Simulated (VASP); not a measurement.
# LiBe4 (P-3m1) in VASP: relaxation of cell and atoms with PBE

Aim: the relaxation of cell and atoms of LiBe4 with PBE.

Everything below comes from runs of VASP 6.6.1. Logs are shortened: lines on timing, memory, paths and dates and some standing lists are left out, and cuts for length are marked.

## 1. The cell of the first run

Symmetry: P-3m1, No. 164, trigonal system. Conventional cell: a = 4.569 Å, b = 4.569 Å, c = 4.514 Å, α = 90.00°, β = 90.00°, γ = 120.00°. Li (site symmetry 3m) has 6 Be at 1.71 Å within 2.3 Å. Be (site symmetry 2) has 3 Be at 1.32 Å and 2 Li at 1.71 Å within 1.8 Å. Be (site symmetry -3m) has 14 Be at 2.26 to 2.62 Å within 3.0 Å. Within 1.8 Å of Be (site symmetry -3m) lie 6 Be at 1.32 Å.

The cell was built from a structure type or drawn by symmetry, and may not be a known phase.

## 2. Relaxation of cell and atoms, PBE

The input, INCAR:

```
SYSTEM = LiBe4
ALGO     = Fast           ! electronic algorithm
EDIFF    = 1E-6           ! SCF threshold, eV
EDIFFG   = -0.08          ! ionic threshold
ENCUT    = 600            ! plane-wave cutoff, eV
GGA      = PE             ! functional
IBRION   = 2              ! ionic algorithm
ISIF     = 3              ! what is computed and relaxed
ISMEAR   = 0              ! smearing method
LASPH    = .TRUE.         ! aspherical terms in the spheres
LCHARG   = .FALSE.        ! write CHGCAR
LREAL    = .FALSE.        ! projectors in reciprocal space
LWAVE    = .FALSE.        ! write WAVECAR
NELM     = 60             ! most SCF steps
NSW      = 36             ! ionic steps
PREC     = Accurate       ! precision mode
SIGMA    = 0.2            ! smearing width, eV
```

The input, KPOINTS:

```
k-points
0
G
  4 4 4
  0 0 0
```

The input, POSCAR:

```
LiBe4
1.0
    4.5686595100      0.0000000000      0.0000000000
   -2.2843297600      3.9565752000      0.0000000000
    0.0000000000      0.0000000000      4.5144005700
Li Be
2 8
Direct
    0.3333333300      0.6666666700      0.3841832600
    0.6666666700      0.3333333300      0.6158167400
    0.2896376500      0.0000000000      0.5000000000
    0.0000000000      0.2896376500      0.5000000000
    0.7103623500      0.7103623500      0.5000000000
    0.7103623500      0.0000000000      0.5000000000
    0.0000000000      0.7103623500      0.5000000000
    0.2896376500      0.2896376500      0.5000000000
    0.0000000000      0.0000000000      0.0000000000
    0.0000000000      0.0000000000      0.5000000000
```

Potentials or basis: VASP PAW PBE potentials, release 64 (Li_sv, Be).

Command:

```sh
cat potpaw_PBE.64/Li_sv/POTCAR potpaw_PBE.64/Be/POTCAR > POTCAR
mpirun -np 1 vasp_std > vasp.out
```

OUTCAR:

```text
SYSTEM = LiBe4
   EDIFF = 1E-6
   EDIFFG = -0.08
   ENCUT = 600
   GGA = PE
   IBRION = 2
   ISIF = 3
   ISMEAR = 0
   LASPH = .TRUE.
   LREAL = .FALSE.
   NELM = 60
   NSW = 36
   PREC = Accurate

 ion  position               nearest neighbor table
   1  0.333  0.667  0.384-   7 1.71   3 1.71   6 1.71   4 1.71   5 1.71   8 1.71
   2  0.667  0.333  0.616-   4 1.71   6 1.71   3 1.71   7 1.71   8 1.71   5 1.71
   3  0.290  0.000  0.500-  10 1.32   7 1.32   8 1.32   1 1.71   2 1.71   6 1.92   5 2.29   4 2.29

   4  0.000  0.290  0.500-   8 1.32   6 1.32  10 1.32   2 1.71   1 1.71   7 1.92   3 2.29   5 2.29

   5  0.710  0.710  0.500-   7 1.32  10 1.32   6 1.32   1 1.71   2 1.71   8 1.92   3 2.29   4 2.29

   6  0.710  0.000  0.500-  10 1.32   4 1.32   5 1.32   2 1.71   1 1.71   3 1.92   8 2.29   7 2.29

   7  0.000  0.710  0.500-   5 1.32   3 1.32  10 1.32   1 1.71   2 1.71   4 1.92   6 2.29   8 2.29

   8  0.290  0.290  0.500-   4 1.32  10 1.32   3 1.32   2 1.71   1 1.71   5 1.92   6 2.29   7 2.29

   9  0.000  0.000  0.000-  10 2.26  10 2.26
  10  0.000  0.000  0.500-   3 1.32   6 1.32   5 1.32   8 1.32   7 1.32   4 1.32   9 2.26   9 2.26

  LATTYP: Found a hexagonal cell.
 ALAT       =     4.5686595100
 C/A-ratio  =     0.9881236630

  Lattice vectors:

 A1 = (   4.5686595100,   0.0000000000,   0.0000000000)
 A2 = (  -2.2843297600,   3.9565752000,   0.0000000000)
 A3 = (   0.0000000000,   0.0000000000,   4.5144005700)

Analysis of symmetry for initial positions (statically):
=====================================================================
 Subroutine PRICEL returns:
 Original cell was already a primitive cell.

 Routine SETGRP: Setting up the symmetry group for a
 hexagonal supercell.

 Subroutine GETGRP returns: Found 12 space group operations
 (whereof 12 operations were pure point group operations)
 out of a pool of 24 trial point group operations.

The static configuration has the point symmetry D_3d.

Analysis of symmetry for dynamics (positions and initial velocities):
=====================================================================
 Subroutine PRICEL returns:
 Original cell was already a primitive cell.

 Routine SETGRP: Setting up the symmetry group for a
 hexagonal supercell.

 Subroutine GETGRP returns: Found 12 space group operations
 (whereof 12 operations were pure point group operations)
 out of a pool of 24 trial point group operations.

The dynamic configuration has the point symmetry D_3d.

 Subroutine INISYM returns: Found 12 space group operations
 (whereof 12 operations are pure point group operations),
 and found     1 'primitive' translations

----------------------------------------------------------------------------------------

                                     Primitive cell

  volume of cell :      81.6034

  direct lattice vectors                    reciprocal lattice vectors
     4.568659510  0.000000000  0.000000000     0.218882584  0.126371919  0.000000000
    -2.284329760  3.956575200  0.000000000     0.000000000  0.252743838  0.000000000
     0.000000000  0.000000000  4.514400570     0.000000000  0.000000000  0.221513351

  length of vectors
     4.568659510  4.568659515  4.514400570     0.252743838  0.252743838  0.221513351

  position of ions in fractional coordinates (direct lattice)
     0.333333330  0.666666670  0.384183260
     0.666666670  0.333333330  0.615816740
     0.289637650  0.000000000  0.500000000
     0.000000000  0.289637650  0.500000000
     0.710362350  0.710362350  0.500000000
     0.710362350  0.000000000  0.500000000
     0.000000000  0.710362350  0.500000000
     0.289637650  0.289637650  0.500000000
     0.000000000  0.000000000  0.000000000
     0.000000000  0.000000000  0.500000000

  ion indices of the primitive-cell ions
   primitive index   ion index
                 1           1
                 2           2
                 3           3
                 4           4
                 5           5
                 6           6
                 7           7
                 8           8
                 9           9
                10          10

----------------------------------------------------------------------------------------

 KPOINTS: k-points

Automatic generation of k-mesh.
 Grid dimensions read from file:
 generate k-points for:    4    4    4

 Generating k-lattice:

  Cartesian coordinates                     Fractional coordinates (reciprocal lattice)
     0.054720646  0.031592980  0.000000000     0.250000000  0.000000000  0.000000000
     0.000000000  0.063185959  0.000000000     0.000000000  0.250000000  0.000000000
     0.000000000  0.000000000  0.055378338     0.000000000  0.000000000  0.250000000

  Length of vectors
     0.063185959  0.063185959  0.055378338

  Shift w.r.t. Gamma in fractional coordinates (k-lattice)
     0.000000000  0.000000000  0.000000000

 Subroutine IBZKPT returns following result:
 ===========================================

 Found     13 irreducible k-points:

 Following reciprocal coordinates:
            Coordinates               Weight
  0.000000  0.000000  0.000000      1.000000
  0.250000  0.000000  0.000000      6.000000
  0.500000  0.000000  0.000000      3.000000
  0.250000  0.250000  0.000000      6.000000
  0.000000  0.000000  0.250000      2.000000
  0.250000  0.000000  0.250000      6.000000
  0.000000  0.250000  0.250000      6.000000
  0.500000  0.000000  0.250000      6.000000
  0.250000  0.250000  0.250000     12.000000
  0.000000  0.000000  0.500000      1.000000
  0.250000  0.000000  0.500000      6.000000
  0.500000  0.000000  0.500000      3.000000
  0.250000  0.250000  0.500000      6.000000
   k-points           NKPTS =     13   k-points in BZ     NKDIM =     13   number of bands    NBANDS=     17
   number of dos      NEDOS =    301   number of ions     NIONS =     10
   total plane-waves  NPLWV =  46656
   dimension x,y,z NGX =    36 NGY =   36 NGZ =   36
   dimension x,y,z NGXF=    72 NGYF=   72 NGZF=   72
   ions per type =               2   8
   NGX,Y,Z   is equivalent  to a cutoff of  13.10, 13.10, 13.26 a.u.
   NGXF,Y,Z  is equivalent  to a cutoff of  26.20, 26.20, 26.51 a.u.
 SYSTEM =  LiBe4
   PREC   = accura    normal or accurate (medium, high low for compatibility)
   ISTART =      0    job   : 0-new  1-cont  2-samecut
   ICHARG =      2    charge: 1-file 2-atom 10-const
   ISPIN  =      1    spin polarized calculation?
   LNONCOLLINEAR =      F non collinear calculations
   LSORBIT =      F    spin-orbit coupling
   LASPH  =      T    aspherical Exc in radial PAW
   ENCUT  =  600.0 eV  44.10 Ry    6.64 a.u.   9.12  9.12  9.02*2*pi/ulx,y,z
   NELM   =     60;   NELMIN=  2; NELMDL= -5     # of ELM steps
   EDIFF  = 0.1E-05   stopping-criterion for ELM
   LREAL  =      F    real-space projection
   EDIFFG = -.8E-01   stopping-criterion for IOM
   NSW    =     36    number of steps for IOM
   IBRION =      2    ionic relax: 0-MD 1-quasi-New 2-CG
   NFREE  =      1    steps in history (QN), initial steepest desc. (CG)
   ISIF   =      3    stress and relaxation
   ISYM   =      2    0-nonsym 1-usesym 2-fastsym
   POTIM  = 0.5000    time-step for ionic-motion
   TEBEG  =    0.0;   TEEND  =   0.0 temperature during run
   PSTRESS=    0.0 pullay stress
   NELECT =      22.0000    total number of electrons
   NUPDOWN=      -1.0000    fix difference up-down
   EMIN   =  10.00;   EMAX   =-10.00  energy-range for DOS
   EFERMI =   0.00;   METHOD = LEGACY
   ISMEAR =     0;   SIGMA  =   0.20  broadening in eV -4-tet -1-fermi 0-gaus
   EFERMI_NEDOS =   21; number of points for ismear=-14 and -15
   IALGO  =     68    algorithm
   IMIX   =      4    mixing-type and parameters
     AMIX     =   0.40;   BMIX     =  1.00
     AMIX_MAG =   1.60;   BMIX_MAG =  1.00
  volume/ion in A,a.u.               =       8.16        55.07
  Fermi-wavevector in a.u.,A,eV,Ry     =   1.057579  1.998535 15.217763  1.118474
  Thomas-Fermi vector in A             =   2.192857
   LORBIT       =      0    0 simple, 1 ext, 2 COOP (PROOUT), +10 PAW based schemes
   GGA     = PE    functional components
   LHFCALC =     F    Hartree Fock is set to
   AEXX    =    0.0000 exact exchange contribution
   IVDW    =     0    specifies the selected vdW correction
   LEPSILON=     F    determine dielectric tensor
   LRPA    =     F    only Hartree local field effects (RPA)
 conjugate gradient relaxation of ions
 non-spin polarized calculation
 RMM-DIIS sequential band-by-band and
 Gauss-broadening in eV      SIGMA  =   0.20
  energy-cutoff  :      600.00
  volume of cell :       81.60
 maximum number of plane-waves:      2734
   NGX = 19   NGY = 19   NGZ = 19

--------------------------------------- Ionic step        1  -------------------------------------------

 number of electron      21.9999991 magnetization

 Free energy of the ion-electron system (eV)
  ---------------------------------------------------
  ext. energy  EPLUGINS =         0.00000000
  ---------------------------------------------------
  free energy    TOTEN  =        24.34366763 eV

  energy without entropy =       24.42517318  energy(sigma->0) =       24.38442041

------------------------ aborting loop because EDIFF is reached ----------------------------------------

  FORCE on cell =-STRESS in cart. coord.  units (eV):
  Direction    XX          YY          ZZ          XY          YZ          ZX
  --------------------------------------------------------------------------------------
  -------------------------------------------------------------------------------------
  Total      135.2248619    135.2248621     -9.4421316     -0.0000002      0.0000000     -0.0000000
  in kB     2654.9651209   2654.9651251   -185.3840323     -0.0000034      0.0000000     -0.0000000
  external PRESSURE =    1708.1820712 kB  Pullay stress =       0.0000000 kB
[... 75 lines left out ...]
--------------------------------------- Ionic step        3  -------------------------------------------

 number of electron      21.9995671 magnetization

------------------------ aborting loop EDIFF was not reached (unconverged)  ----------------------------

  FORCE on cell =-STRESS in cart. coord.  units (eV):
  Direction    XX          YY          ZZ          XY          YZ          ZX
  --------------------------------------------------------------------------------------
  -------------------------------------------------------------------------------------
  Total      578.8849082    578.8849104     83.2618943     -0.0000018      0.0000000     -0.0000000
  in kB     1066.7680632   1066.7680672    153.4348685     -0.0000033      0.0000000     -0.0000000
  external PRESSURE =     762.3236663 kB  Pullay stress =       0.0000000 kB
[... 550 lines left out ...]
      4      -2.6552      2.00000
      5      -2.2294      2.00000
      6      -2.0662      2.00000
[... 9 lines left out ...]
     16       4.3846      0.00000
     17       6.3578      0.00000

[... ionic steps 4 to 31 ...]

--------------------------------------- Ionic step       32  -------------------------------------------

 number of electron      22.0000023 magnetization

------------------------ aborting loop because EDIFF is reached ----------------------------------------
[... 83 lines left out ...]
--------------------------------------- Ionic step       34  -------------------------------------------

 number of electron      22.0000012 magnetization

 Free energy of the ion-electron system (eV)
  ---------------------------------------------------
  ext. energy  EPLUGINS =         0.00000000
  ---------------------------------------------------
  free energy    TOTEN  =       -27.43295691 eV

  energy without entropy =      -27.36162699  energy(sigma->0) =      -27.39729195

 E-fermi :   2.7201     XC(G=0):  -8.8354

 val. band max:        2.6886269143   @ k =   0.2500   0.2500   0.2500
 cond. band min:       2.7703520115   @ k =   0.2500   0.0000   0.2500
 fundamental gap:      0.0817250973
 Fermi energy:         2.7201268511
[... 295 lines left out ...]
  FREE ENERGIE OF THE ION-ELECTRON SYSTEM (eV)
  ---------------------------------------------------
  free  energy   TOTEN  =       -27.4329569099 eV

  energy  without entropy=      -27.3616269908  energy(sigma->0) =      -27.39729195

 reached required accuracy - stopping structural energy minimisation
```

It took 30 min on 1 thread of Oxide Virtual Turin-like, shared host; peak memory 0.18 GiB.

Results:

| Property | Result |
| --- | --- |
| Free energy | -27.4330 eV |
| Relaxed volume | 12.27 Å³/atom |
| Relaxed cell | a = 6.195 Å, b = 6.195 Å, c = 3.692 Å, α = 90.00°, β = 90.00°, γ = 120.00° |
| Space group after relaxing (to 0.1 Å) | P-3m1 (No. 164) |
| Pressure after relaxing | 0.2 GPa |
| Largest force after relaxing | 0.049 eV/Å |
| Band gap on the k mesh | zero (bands 11 and 12 overlap by 3.13 eV) |

Forces on the atoms (eV/Å):
```
Li   0.000  0.000 -0.049
Li   0.000  0.000  0.049
Be  -0.014  0.000  0.000
Be   0.007 -0.012  0.000
Be   0.007  0.012  0.000
Be   0.014  0.000  0.000
Be  -0.007  0.012  0.000
Be  -0.007 -0.012  0.000
Be   0.000  0.000  0.000
Be   0.000  0.000  0.000
```

Stress tensor (GPa, compression positive):
```
-0.11  0.00  0.00
 0.00 -0.11  0.00
 0.00  0.00  0.91
```

Final structure:
```yaml
crystal:
  lattice:
    - [6.19452, 0.00000, 0.00000]
    - [-3.09726, 5.36461, 0.00000]
    - [0.00000, 0.00000, 3.69213]
  atoms:
    - { symbol: Li, position: [0.33333, 0.66667, 0.00718] }
    - { symbol: Li, position: [0.66667, 0.33333, 0.99282] }
    - { symbol: Be, position: [0.66682, 0.00000, 0.50000] }
    - { symbol: Be, position: [0.00000, 0.66682, 0.50000] }
    - { symbol: Be, position: [0.33318, 0.33318, 0.50000] }
    - { symbol: Be, position: [0.33318, 0.00000, 0.50000] }
    - { symbol: Be, position: [0.00000, 0.33318, 0.50000] }
    - { symbol: Be, position: [0.66682, 0.66682, 0.50000] }
    - { symbol: Be, position: [0.00000, 0.00000, 0.00000] }
    - { symbol: Be, position: [0.00000, 0.00000, 0.50000] }
```

Caveat: the k points lie up to 0.43 Å⁻¹ apart in the final cell, too coarse for converged energies and pressures of a metal; the cutoff is under 1.25 times the usual one of these potentials, so pressure, stress and relaxed cells hold a basis-set (Pulay) error; the volume moved by over 15 % at a fixed basis, so the end points are rough; the relaxation stopped at a loose force limit of 0.08 eV/Å, so its end isn't a converged minimum.
